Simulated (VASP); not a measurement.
**FePt (Tetraferroplatinum): single point with r2SCAN**

The system is FePt (Tetraferroplatinum).

```xyz
2
Lattice="2.7318 0.0000 0.0000 0.0000 2.7318 0.0000 0.0000 0.0000 3.7262" Properties=species:S:1:pos:R:3 pbc="T T T"
Fe    0.0000    0.0000    0.0000
Pt    1.3659    1.3659    1.8631
```

* Program: VASP 6.6.1
* Task: single point
* Functional: r2SCAN
* Potentials or basis: VASP PAW PBE potentials, release 64 (Fe, Pt)
* Cutoff: 520 eV
* k mesh: 16 × 16 × 12
* Occupations: gaussian, width 0.05 eV
* Spin: no spin polarisation
* Dipole correction: no
* Further INCAR settings: ALGO = Normal; EDIFF = 1e-07; NBANDS = 16

```
Pressure               : -20.4 GPa
Band gap on the k mesh : zero (band 9 reaches 9.12 eV, above the bottom of band 10 at 7.72 eV)
```

Stress tensor (GPa, compression positive):
```
-21.81   0.00   0.00
  0.00 -21.81   0.00
  0.00   0.00 -17.61
```

Levels at points of the mesh, in eV from the Fermi level:
| k point | band 7 | band 8 | band 9 | band 10 | band 11 | band 12 |
| --- | --- | --- | --- | --- | --- | --- |
| (0.00, 0.00, 0.00) | -1.42 | -0.59 | 0.32 | 0.79 | 0.79 | 2.64 |
| (0.50, 0.00, 0.00) | -1.88 | -1.86 | -0.79 | -0.24 | 1.58 | 2.03 |
| (0.50, 0.50, 0.00) | 0.42 | 0.64 | 0.87 | 0.87 | 1.86 | 1.86 |
| (0.00, 0.00, 0.50) | -2.21 | -1.13 | -1.01 | -0.46 | -0.46 | -0.01 |
| (0.50, 0.00, 0.50) | -0.30 | -0.28 | 0.21 | 0.37 | 0.44 | 0.56 |
| (0.50, 0.50, 0.50) | -1.96 | -0.53 | 0.42 | 0.64 | 7.45 | 7.45 |

Run time: 3.8 min on 1 thread of Intel(R) Xeon(R) Platinum 8559C (Emerald Rapids) (shared host), peak memory 0.27 GiB.

Caveat: the PAW data sets were made with another functional, which shifts forces and pressure a little; spin-orbit coupling is left out, which moves the levels of the heavy elements. Spin polarisation is off, so any magnetic state and its effect on volume and gap are missing.
